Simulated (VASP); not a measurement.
Runs of VASP 6.6.1 on Cu2Au. The structure is that of space group Fd-3m (No. 227), or close to it. The cells are those of the table. 

```csv
task,cell,k mesh,cutoff (eV),gap on the mesh (eV),pressure (GPa),relaxed volume (Å³/atom)
relaxation of cell and atoms,"relaxed from a = 5.006 Å, angles 60.0°, 6 atoms",4 × 4 × 4,600,none,-0.1,13.95
single point,"a = 4.913 Å, angles 60.0°, 6 atoms",10 × 10 × 10,520,none,0.2,-
relaxation of cell and atoms,"relaxed from a = 4.906 Å, angles 60.0°, 6 atoms",10 × 10 × 10,600,none,-0.1,(a)
single point,"a = 5.006 Å, angles 60.0°, 6 atoms",4 × 4 × 4,520,none,-6.8,-
single point,"a = 4.906 Å, angles 60.0°, 6 atoms",4 × 4 × 4,520,none,0.2,-
```

Alike in all rows: level PBE; potentials or basis VASP PAW PBE potentials, release 64 (Cu, Au); no spin polarisation; smearing gaussian 0.1 eV.

Question: Fill in the values left out.

Answer: (a) 14.03.

Caveats: some runs use coarse meshes; spin-orbit coupling is left out, which moves the levels of the heavy elements.

A k mesh can miss the band edges, and the runs leave out spin-orbit coupling on Au.

A gap of «none» marks levels without a gap at the run's occupations.
